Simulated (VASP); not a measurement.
# Al4N5 in VASP: notebook

Al4N5 is run at these levels: PBE; tasks: relaxation of the atoms, single point.

All numbers are computed with VASP 6.6.1; they aren't measurements. Logs are shortened: lines on timing, memory, paths and dates and some standing lists are left out, and cuts for length are marked.

### Step 1. The cell of the first run

The cell holds a slab with vacuum, 18 atoms: a = 6.260 Å, b = 5.017 Å, c = 20.162 Å, α = 90.00°, β = 90.00°, γ = 90.00°.

### Step 2. Relaxation of the atoms, PBE

The input, INCAR:

```
SYSTEM = Al4N5
ALGO = Normal ; DIPOL = 0.5 0.5 0.314
EDIFF = 1E-7 ; EDIFFG = -0.025
ENCUT = 520 ; GGA = PE
GGA_COMPAT = .False. ; IBRION = 2
IDIPOL = 3 ; ISIF = 2
ISMEAR = 0 ; KPAR = 4
LASPH = .True. ; LCHARG = .False.
LDIPOL = .True. ; LREAL = .False.
LWAVE = .False. ; NELM = 120
NELMDL = -8 ; NELMIN = 4
NSW = 36 ; PREC = Accurate
SIGMA = 0.05
```

The input, KPOINTS:

```
k-points
0
Gamma
  5 6 1
  0 0 0
```

The input, POSCAR:

```
Al4N5
1.0
    6.2595366887      0.0000000000      0.0000000000
    0.0000000000      5.0173032419      0.0000000000
    0.0000000000      0.0000000000     20.1620320362
Al N
8 10
Selective dynamics
Direct
    0.0000000000      0.9982714950      0.1983927013  F F F
    0.5000000000      0.9982714950      0.1983927013  F F F
    0.2500000000      0.4982714950      0.2432039732  F F F
    0.7500000000      0.4982714950      0.2432039732  F F F
    0.2500000000      0.9915197249      0.3381855719  F F F
    0.7500000000      0.9915197249      0.3381855719  F F F
    0.0000000000      0.4624332456      0.3657061888  F F F
    0.5000000000      0.4624332456      0.3657061888  F F F
    0.0000000000      0.6167285050      0.1983927013  F F F
    0.5000000000      0.6167285050      0.1983927013  F F F
    0.2500000000      0.1167285050      0.2432039732  F F F
    0.7500000000      0.1167285050      0.2432039732  F F F
    0.2500000000      0.6143669383      0.3369672669  F F F
    0.7500000000      0.6143669383      0.3369672669  F F F
    0.0000000000      0.1112303967      0.3750629908  F F F
    0.5000000000      0.1112303967      0.3750629908  F F F
    0.0000000000      0.6112303967      0.5029663753  F F T
    0.0000000000      0.6112303967      0.5575243682  F F T
```

Potentials or basis: VASP PAW PBE potentials, release 64 (Al, N).

Run with:

```console
$ cat potpaw_PBE.64/Al/POTCAR potpaw_PBE.64/N/POTCAR > POTCAR
$ mpirun -np 4 vasp_std > vasp.out
```

OUTCAR:

```text
SYSTEM = Al4N5
   EDIFF = 1E-7
   EDIFFG = -0.025
   ENCUT = 520
   GGA = PE
   IBRION = 2
   ISIF = 2
   ISMEAR = 0
   LASPH = .True.
   LREAL = .False.
   NELM = 120
   NELMDL = -8
   NELMIN = 4
   NSW = 36
   PREC = Accurate

 ion  position               nearest neighbor table
   1  0.000  0.998  0.198-  11 1.90  12 1.90   9 1.91   4 3.09   3 3.09   3 3.09   4 3.09   2 3.13
                             2 3.13   5 3.22   6 3.22
   2  0.500  0.998  0.198-  11 1.90  12 1.90  10 1.91   4 3.09   3 3.09   3 3.09   4 3.09   1 3.13
                             1 3.13   5 3.22   6 3.22
   3  0.250  0.498  0.243-   9 1.90  10 1.90  11 1.91  13 1.98   7 2.93   8 2.93   1 3.09   2 3.09
                             1 3.09   2 3.09   5 3.13   4 3.13   4 3.13   5 3.18
   4  0.750  0.498  0.243-   9 1.90  10 1.90  12 1.91  14 1.98   7 2.93   8 2.93   1 3.09   2 3.09
                             1 3.09   2 3.09   6 3.13   3 3.13   3 3.13   6 3.18
   5  0.250  0.992  0.338-  15 1.83  16 1.83  13 1.89  11 2.02   7 2.89   8 2.89   3 3.13   6 3.13
                             6 3.13   8 3.13   7 3.13   3 3.18   2 3.22   1 3.22
   6  0.750  0.992  0.338-  15 1.83  16 1.83  14 1.89  12 2.02   7 2.89   8 2.89   4 3.13   5 3.13
                             5 3.13   8 3.13   7 3.13   4 3.18   2 3.22   1 3.22
   7  0.000  0.462  0.366-  15 1.77  14 1.83  13 1.83   6 2.89   5 2.89   4 2.93   3 2.93   8 3.13
                             8 3.13   6 3.13   5 3.13
   8  0.500  0.462  0.366-  16 1.77  14 1.83  13 1.83   6 2.89   5 2.89   4 2.93   3 2.93   7 3.13
                             7 3.13   6 3.13   5 3.13
   9  0.000  0.617  0.198-   3 1.90   4 1.90   1 1.91
  10  0.500  0.617  0.198-   3 1.90   4 1.90   2 1.91
  11  0.250  0.117  0.243-   1 1.90   2 1.90   3 1.91   5 2.02
  12  0.750  0.117  0.243-   1 1.90   2 1.90   4 1.91   6 2.02
  13  0.250  0.614  0.337-   7 1.83   8 1.83   5 1.89   3 1.98
  14  0.750  0.614  0.337-   7 1.83   8 1.83   6 1.89   4 1.98
  15  0.000  0.111  0.375-   7 1.77   6 1.83   5 1.83
  16  0.500  0.111  0.375-   8 1.77   6 1.83   5 1.83
  17  0.000  0.611  0.503-  18 1.10
  18  0.000  0.611  0.558-  17 1.10

  LATTYP: Found a simple orthorhombic cell.
 ALAT       =     5.0173032419
 B/A-ratio  =     1.2475898679
 C/A-ratio  =     4.0184997924

  Lattice vectors:

 A1 = (   0.0000000000,  -5.0173032419,   0.0000000000)
 A2 = (   6.2595366887,   0.0000000000,   0.0000000000)
 A3 = (   0.0000000000,   0.0000000000,  20.1620320362)

Analysis of symmetry for initial positions (statically):
=====================================================================
 Subroutine PRICEL returns:
 Original cell was already a primitive cell.

 Routine SETGRP: Setting up the symmetry group for a
 simple orthorhombic supercell.

 Subroutine GETGRP returns: Found  2 space group operations
 (whereof  2 operations were pure point group operations)
 out of a pool of  8 trial point group operations.

The static configuration has the point symmetry C_1h.

Analysis of symmetry for dynamics (positions and initial velocities):
=====================================================================
 Subroutine PRICEL returns:
 Original cell was already a primitive cell.

 Routine SETGRP: Setting up the symmetry group for a
 simple orthorhombic supercell.

 Subroutine GETGRP returns: Found  2 space group operations
 (whereof  2 operations were pure point group operations)
 out of a pool of  8 trial point group operations.

The dynamic configuration has the point symmetry C_1h.

Analysis of constrained symmetry for selective dynamics:
=====================================================================
 Subroutine PRICEL returns:
 Original cell was already a primitive cell.

 Routine SETGRP: Setting up the symmetry group for a
 simple orthorhombic supercell.

 Subroutine GETGRP returns: Found  2 space group operations
 (whereof  2 operations were pure point group operations)
 out of a pool of  8 trial point group operations.

The constrained configuration has the point symmetry C_1h.

 Subroutine INISYM returns: Found  2 space group operations
 (whereof  2 operations are pure point group operations),
 and found     1 'primitive' translations
[... 103 lines left out ...]
   NGXF,Y,Z  is equivalent  to a cutoff of  25.50, 26.51, 24.74 a.u.
 SYSTEM =  Al4N5
   PREC   = accura    normal or accurate (medium, high low for compatibility)
   ISTART =      0    job   : 0-new  1-cont  2-samecut
   ICHARG =      2    charge: 1-file 2-atom 10-const
   ISPIN  =      1    spin polarized calculation?
   LNONCOLLINEAR =      F non collinear calculations
   LSORBIT =      F    spin-orbit coupling
   LASPH  =      T    aspherical Exc in radial PAW
   ENCUT  =  520.0 eV  38.22 Ry    6.18 a.u.  11.64  9.33 37.49*2*pi/ulx,y,z
   NELM   =    120;   NELMIN=  4; NELMDL= -8     # of ELM steps
   EDIFF  = 0.1E-06   stopping-criterion for ELM
   LREAL  =      F    real-space projection
   EDIFFG = -.3E-01   stopping-criterion for IOM
   NSW    =     36    number of steps for IOM
   IBRION =      2    ionic relax: 0-MD 1-quasi-New 2-CG
   NFREE  =      1    steps in history (QN), initial steepest desc. (CG)
   ISIF   =      2    stress and relaxation
   ISYM   =      2    0-nonsym 1-usesym 2-fastsym
   POTIM  = 0.5000    time-step for ionic-motion
   TEBEG  =    0.0;   TEEND  =   0.0 temperature during run
   PSTRESS=    0.0 pullay stress
   NELECT =      74.0000    total number of electrons
   NUPDOWN=      -1.0000    fix difference up-down
   EMIN   =  10.00;   EMAX   =-10.00  energy-range for DOS
   EFERMI =   0.00;   METHOD = LEGACY
   ISMEAR =     0;   SIGMA  =   0.05  broadening in eV -4-tet -1-fermi 0-gaus
   EFERMI_NEDOS =   21; number of points for ismear=-14 and -15
   IALGO  =     38    algorithm
   IMIX   =      4    mixing-type and parameters
     AMIX     =   0.40;   BMIX     =  1.00
     AMIX_MAG =   1.60;   BMIX_MAG =  1.00
  volume/ion in A,a.u.               =      35.18       237.39
  Fermi-wavevector in a.u.,A,eV,Ry     =   0.800393  1.512523  8.716280  0.640628
  Thomas-Fermi vector in A             =   1.907680
   LORBIT       =      0    0 simple, 1 ext, 2 COOP (PROOUT), +10 PAW based schemes
   GGA     = PE    functional components
   LHFCALC =     F    Hartree Fock is set to
   AEXX    =    0.0000 exact exchange contribution
   IVDW    =     0    specifies the selected vdW correction
   LEPSILON=     F    determine dielectric tensor
   LRPA    =     F    only Hartree local field effects (RPA)
 conjugate gradient relaxation of ions
 non-spin polarized calculation
 Gauss-broadening in eV      SIGMA  =   0.05
  energy-cutoff  :      520.00
  volume of cell :      633.21
 maximum number of plane-waves:     17102
 NGX is ok and might be reduce to    48
   NGX = 23   NGY = 19   NGZ = 75

--------------------------------------- Ionic step        1  -------------------------------------------

 number of electron      73.9999993 magnetization

 Free energy of the ion-electron system (eV)
  ---------------------------------------------------
  ext. energy  EPLUGINS =         0.00000000
  ---------------------------------------------------
  free energy    TOTEN  =      -126.78287851 eV

  energy without entropy =     -126.78287851  energy(sigma->0) =     -126.78287851

------------------------ aborting loop because EDIFF is reached ----------------------------------------

  FORCE on cell =-STRESS in cart. coord.  units (eV):
  Direction    XX          YY          ZZ          XY          YZ          ZX
  --------------------------------------------------------------------------------------
  -------------------------------------------------------------------------------------
  Total        3.8220627     -4.2809821     -3.8984387      0.0000000      1.6004805      0.0000000
  in kB        9.6707810    -10.8319628     -9.8640314      0.0000000      4.0496186      0.0000000
  external PRESSURE =      -3.6750711 kB  Pullay stress =       0.0000000 kB
[... 85 lines left out ...]
  FREE ENERGIE OF THE ION-ELECTRON SYSTEM (eV)
  ---------------------------------------------------
  free  energy   TOTEN  =      -125.1074695599 eV

  energy  without entropy=     -125.1074695599  energy(sigma->0) =     -125.10746956

 dipolmoment           0.000000      0.000000      0.007968 electrons x Angstroem

--------------------------------------- Ionic step        3  -------------------------------------------

 number of electron      73.9999993 magnetization

------------------------ aborting loop because EDIFF is reached ----------------------------------------
[... 41 lines left out ...]
  FREE ENERGIE OF THE ION-ELECTRON SYSTEM (eV)
  ---------------------------------------------------
  free  energy   TOTEN  =      -126.7967100495 eV

  energy  without entropy=     -126.7967100495  energy(sigma->0) =     -126.79671005

 vacuum level on the upper side and lower side of the slab       (xc-potential included)        -0.128        -0.006

[... ionic steps 4 to 25 ...]

--------------------------------------- Ionic step       26  -------------------------------------------

 number of electron      73.9999993 magnetization

------------------------ aborting loop because EDIFF is reached ----------------------------------------
[... 99 lines left out ...]
--------------------------------------- Ionic step       28  -------------------------------------------

 number of electron      73.9999993 magnetization

 dipolmoment           0.000000      0.000000     -0.054697 electrons x Angstroem

 Free energy of the ion-electron system (eV)
  ---------------------------------------------------
  ext. energy  EPLUGINS =         0.00000000
  ---------------------------------------------------
  free energy    TOTEN  =      -126.87795857 eV

  energy without entropy =     -126.87795857  energy(sigma->0) =     -126.87795857

 E-fermi :  -1.2217     XC(G=0):  -4.1342

 val. band max:       -1.5049302705   @ k =   0.0000   0.5000   0.0000
 cond. band min:      -0.0232921406   @ k =   0.0000   0.0000   0.0000
 fundamental gap:      1.4816381300
 Fermi energy:        -1.2217136706

 k-point     1 :       0.0000    0.0000    0.0000
  band No.  band energies     occupation
      1     -25.6611      2.00000
      2     -16.7413      2.00000
      3     -15.5903      2.00000
      4     -15.5674      2.00000
      5     -14.7426      2.00000
      6     -14.4153      2.00000
[... 589 lines left out ...]
     46       4.2987      0.00000
     47       4.5685      0.00000

------------------------ aborting loop because EDIFF is reached ----------------------------------------

 vacuum level on the upper side and lower side of the slab       (xc-potential included)        -0.176         0.130

  FORCE on cell =-STRESS in cart. coord.  units (eV):
  Direction    XX          YY          ZZ          XY          YZ          ZX
  --------------------------------------------------------------------------------------
  -------------------------------------------------------------------------------------
  Total        4.1164080     -4.1690547     -5.6463537      0.0000000      1.5687321      0.0000000
  in kB       10.4155487    -10.5487582    -14.2866967      0.0000000      3.9692871      0.0000000
  external PRESSURE =      -4.8066354 kB  Pullay stress =       0.0000000 kB
[... 33 lines left out ...]
  FREE ENERGIE OF THE ION-ELECTRON SYSTEM (eV)
  ---------------------------------------------------
  free  energy   TOTEN  =      -126.8779585660 eV

  energy  without entropy=     -126.8779585660  energy(sigma->0) =     -126.87795857

 reached required accuracy - stopping structural energy minimisation

 vacuum level on the upper side and lower side of the slab         3.107         3.420
```

It took 25 min on 4 MPI ranks of Intel Xeon 6975P-C (Granite Rapids), shared host; peak memory 0.83 GiB.

Results:

```yaml
Free_energy: -126.8780 eV
Energy_gained_by_relaxing: 5.3 meV/atom
Ionic_steps: 28
Band_gap_on_the_k_mesh: 1.48 eV (least direct gap 1.50 eV)
```

Step by step:
```tsv
step	energy change (eV)	largest force on free atoms (eV/Å)	pressure (GPa)
1	0.0000	2.1823	-0.37
2	1.6754	13.8437	-2.09
3	-0.0138	0.2748	-0.58
4	-0.0140	0.0804	-0.56
5	-0.0140	0.0952	-0.56
6	-0.0143	0.0905	-0.56
7	-0.0154	0.0770	-0.56
8	-0.0175	0.0864	-0.56
9	-0.0219	0.1435	-0.57
10	-0.0310	0.2525	-0.58
11	-0.0502	0.4549	-0.59
12	-0.0860	0.7753	-0.59
13	0.1618	2.7483	-0.16
14	-0.0885	0.8010	-0.58
15	-0.0902	0.9746	-0.54
16	-0.0923	0.8586	-0.57
17	-0.0924	0.8373	-0.57
18	-0.0928	0.7731	-0.56
19	-0.0936	0.6440	-0.54
20	-0.0946	0.3826	-0.52
21	-0.0947	0.1503	-0.46
22	-0.0950	0.0983	-0.48
23	-0.0950	0.0947	-0.48
24	-0.0950	0.0837	-0.48
25	-0.0951	0.0618	-0.48
26	-0.0951	0.0253	-0.48
27	-0.0951	0.0393	-0.48
28	-0.0951	0.0072	-0.48
```

Final structure:
```
Al N
1.0
     6.25954    0.00000    0.00000
     0.00000    5.01730    0.00000
     0.00000    0.00000   20.16203
Al N
8 10
Direct
  0.00000 0.99827 0.19839
  0.50000 0.99827 0.19839
  0.25000 0.49827 0.24320
  0.75000 0.49827 0.24320
  0.25000 0.99152 0.33819
  0.75000 0.99152 0.33819
  0.00000 0.46243 0.36571
  0.50000 0.46243 0.36571
  0.00000 0.61673 0.19839
  0.50000 0.61673 0.19839
  0.25000 0.11673 0.24320
  0.75000 0.11673 0.24320
  0.25000 0.61437 0.33697
  0.75000 0.61437 0.33697
  0.00000 0.11123 0.37506
  0.50000 0.11123 0.37506
  0.00000 0.61123 0.47225
  0.00000 0.61123 0.52755
```

Caveat: the standard files for N, O and F lose accuracy on very short bonds.

### Step 3. Single point, PBE

The input, INCAR:

```
SYSTEM = Al4N5
PREC = Accurate
ENCUT = 520
EDIFF = 1E-6
ISMEAR = 0
SIGMA = 0.05
LREAL = Auto
LASPH = .TRUE.
NELM = 80
ALGO = Normal
ISIF = 2
LWAVE = .FALSE.
LCHARG = .TRUE.
LDIPOL = .TRUE.
IDIPOL = 3
DIPOL = 0.5 0.5 0.315
GGA = PE
LELF = .TRUE.
LVHAR = .TRUE.
LVACPOTAV = .TRUE.
NBANDS = 52
```

The input, KPOINTS:

```
Automatic mesh
0
G
  5 6 1
  0 0 0
```

The input, POSCAR:

```
Al4N5
1.0
    6.2595366887      0.0000000000      0.0000000000
    0.0000000000      5.0173032419      0.0000000000
    0.0000000000      0.0000000000     20.1620320362
Al N
8 10
Direct
    0.0000000000      0.9982714950      0.1983927013
    0.5000000000      0.9982714950      0.1983927013
    0.2500000000      0.4982714950      0.2432039732
    0.7500000000      0.4982714950      0.2432039732
    0.2500000000      0.9915197249      0.3381855719
    0.7500000000      0.9915197249      0.3381855719
    0.0000000000      0.4624332456      0.3657061888
    0.5000000000      0.4624332456      0.3657061888
    0.0000000000      0.6167285050      0.1983927013
    0.5000000000      0.6167285050      0.1983927013
    0.2500000000      0.1167285050      0.2432039732
    0.7500000000      0.1167285050      0.2432039732
    0.2500000000      0.6143669383      0.3369672669
    0.7500000000      0.6143669383      0.3369672669
    0.0000000000      0.1112303967      0.3750629908
    0.5000000000      0.1112303967      0.3750629908
    0.0000000000      0.4445637300      0.5099101198
    0.0000000000      0.4445637300      0.5645746263
```

Potentials or basis: VASP PAW PBE potentials, release 64 (Al, N).

Run with:

```console
$ cat potpaw_PBE.64/Al/POTCAR potpaw_PBE.64/N/POTCAR > POTCAR
$ mpirun -np 1 vasp_std > vasp.out
```

It took 16 min on 1 thread of Oxide Virtual Turin-like, shared host; peak memory 0.66 GiB.

It converged, with:

- Free energy: -126.7194 eV
- Largest force: 2.832 eV/Å
- Band gap on the k mesh: 1.43 eV (least direct gap 1.45 eV)

Forces on the atoms (eV/Å):
```
Al   0.000 -1.626  2.318
Al   0.000 -1.627  2.289
Al   0.004  0.795 -1.949
Al  -0.004  0.795 -1.949
Al  -0.111 -0.015 -0.035
Al   0.111 -0.015 -0.035
Al   0.000  0.006  0.173
Al   0.000  0.053 -0.100
N    0.000  0.714  0.776
N    0.000  0.712  0.781
N    0.012  0.119 -1.125
N   -0.012  0.119 -1.125
N    0.021 -0.030  0.037
N   -0.021 -0.030  0.037
N    0.000 -0.147 -0.149
N    0.000 -0.002  0.060
N    0.000  0.296 -1.734
N    0.000 -0.118  1.728
```

Levels at points of the mesh, in eV from the valence-band top:
| k point | band 33 | band 34 | band 35 | band 36 | band 37 | band 38 | band 39 | band 40 | band 41 | band 42 |
| --- | --- | --- | --- | --- | --- | --- | --- | --- | --- | --- |
| (0.00, 0.00, 0.00) | -0.75 | -0.65 | -0.23 | -0.08 | -0.02 | 1.43 | 2.45 | 2.56 | 2.97 | 3.18 |
| (0.00, 0.50, 0.00) | -0.71 | -0.46 | -0.42 | -0.26 | 0.00 | 1.89 | 2.45 | 2.47 | 3.02 | 3.36 |

Caveat: the standard files for N, O and F lose accuracy on very short bonds.

### Step 4. Single point, PBE

The input, INCAR:

```
SYSTEM = Al4N5
PREC = Accurate ; ENCUT = 520
EDIFF = 1E-7 ; ISMEAR = 0
SIGMA = 0.05 ; LREAL = Auto
LASPH = .TRUE. ; NELM = 60
ALGO = Normal ; ISIF = 2
LWAVE = .FALSE. ; LCHARG = .FALSE.
LDIPOL = .TRUE. ; IDIPOL = 3
DIPOL = 0.5 0.5 0.318 ; GGA = PE
NBANDS = 52
```

The input, KPOINTS:

```
regular mesh
0
G
  5 6 1
  0 0 0
```

POSCAR: that of step 3 with these lines changed.

```diff
@@ -24,3 +24,3 @@
     0.5000000000      0.1112303967      0.3750629908
-    0.0000000000      0.4445637300      0.5099101198
-    0.0000000000      0.4445637300      0.5645746263
+    0.0000000000      0.7778970633      0.5366108964
+    0.0000000000      0.7778970633      0.5912789510
```

Run with:

```console
$ cat potpaw_PBE.64/Al/POTCAR potpaw_PBE.64/N/POTCAR > POTCAR
$ mpirun -np 1 vasp_std > vasp.out
```

Run time: 17 min. Hardware: 1 thread of Oxide Virtual Turin-like, shared host; peak memory 0.68 GiB.

It converged, with:

| Property | Result |
| --- | --- |
| Free energy | -126.6924 eV |
| Largest force | 2.824 eV/Å |
| Band gap on the k mesh | 1.39 eV (least direct gap 1.42 eV) |

Forces in eV/Å, atoms in the order of the input:
```
Al   0.000 -1.629  2.307
Al   0.000 -1.630  2.301
Al   0.001  0.796 -1.939
Al  -0.001  0.796 -1.939
Al  -0.024 -0.009  0.006
Al   0.024 -0.009  0.006
Al   0.000  0.041  0.018
Al   0.000  0.039 -0.037
N    0.000  0.716  0.774
N    0.000  0.716  0.774
N    0.002  0.114 -1.124
N   -0.002  0.114 -1.124
N    0.009 -0.013  0.011
N   -0.009 -0.013  0.011
N    0.000  0.033 -0.047
N    0.000 -0.002  0.004
N    0.000 -0.117 -1.747
N    0.000  0.058  1.745
```

Levels at points of the mesh, in eV from the valence-band top:
```tsv
k point	band 33	band 34	band 35	band 36	band 37	band 38	band 39	band 40	band 41	band 42
(0.00, 0.00, 0.00)	-0.72	-0.68	-0.24	-0.08	-0.03	1.39	2.90	2.98	2.99	3.19
(0.00, 0.50, 0.00)	-0.72	-0.46	-0.41	-0.26	0.00	1.89	2.78	3.01	3.01	3.37
```

Caveat: the standard files for N, O and F lose accuracy on very short bonds.

(Part 1 of 2 ends here.)
